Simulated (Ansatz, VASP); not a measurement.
# NaI in VASP and in Ansatz

File INCAR:

```
SYSTEM = NaI
  ALGO = Normal
  EDIFF = 1E-6
  ENCUT = 520
  ISIF = 2
  ISMEAR = -1
  LASPH = .TRUE.
  LCHARG = .FALSE.
  LREAL = .FALSE.
  LWAVE = .FALSE.
  NBANDS = 14
  NELM = 60
  PREC = Accurate
  SIGMA = 0.02
```

KPOINTS

```
k-points
0
G
  8 8 8
  0 0 0
```

The input POSCAR:

```
NaI
1.0
    0.0000000000      3.1716720000      3.2364000000
    3.1716720000      0.0000000000      3.2364000000
    3.1716720000      3.1716720000      0.0000000000
Na I
1 1
Direct
    0.0000000000      0.0000000000      0.0000000000
    0.5000000000      0.5000000000      0.5000000000
```

Input for Ansatz:

```yaml
crystal:
  lattice:
    - [0.0, 3.171672, 3.2364]
    - [3.171672, 0.0, 3.2364]
    - [3.171672, 3.171672, 0.0]
  atoms:
    - { symbol: Na, position: [0.0, 0.0, 0.0] }
    - { symbol: I, position: [0.5, 0.5, 0.5] }
kpoints:
  mp_grid: { grid: [8, 8, 8] }
  band_path:
    path:
      - [0.0, 0.0, 0.0]
      - [0.0, 0.5, 0.5]
      - [0.25, 0.75, 0.5]
      - [0.0, 0.5, 0.0]
      - [0.0, 0.0, 0.0]
      - [0.5, 0.5, 0.0]
      - [0.37005, 0.62995, 0.0]
      - [-0.37005, 0.37005, 0.0]
      - [0.0, 0.0, 0.0]
    npoints: 5
scf:
  occupations: { method: fermi_dirac, width: 0.02 }
hamiltonian:
  xc: lda
  pseudopotentials: { kind: all_electron, lapw: { basis_error: 0.001 } }
output:
  forces: true
  stress: true
  eigenvalues: true
```

Change from the starting cell: equal xx and yy strain of -2 %.

Alike in both runs: task single point; functional LDA; k mesh 8 × 8 × 8; occupations fermi-dirac, width 0.02 eV; no spin polarisation.

```csv
,VASP,Ansatz
version,VASP 6.6.1,Ansatz 0.2.0
potentials or method,"VASP PAW LDA potentials, release 64 (Na_pv, I), cutoff 520 eV","all-electron LAPW, scalar-relativistic"
```

|  | VASP | Ansatz | Ansatz less VASP |
| --- | --- | --- | --- |
| gap on the k mesh at the Fermi level (eV) | 3.44 | 3.43 | -0.014 |
| pressure (GPa) | -1.0 | -1.1 | -0.02 |
| traceless stress, the component that is largest in VASP (GPa) | -0.33 | -0.32 | +0.004 |

LDA's correlation is that of Perdew and Zunger in VASP and of Perdew and Wang (1992) in Ansatz. Ansatz ran all-electron here, and VASP with PAW potentials.

Neither program's run includes spin-orbit coupling.
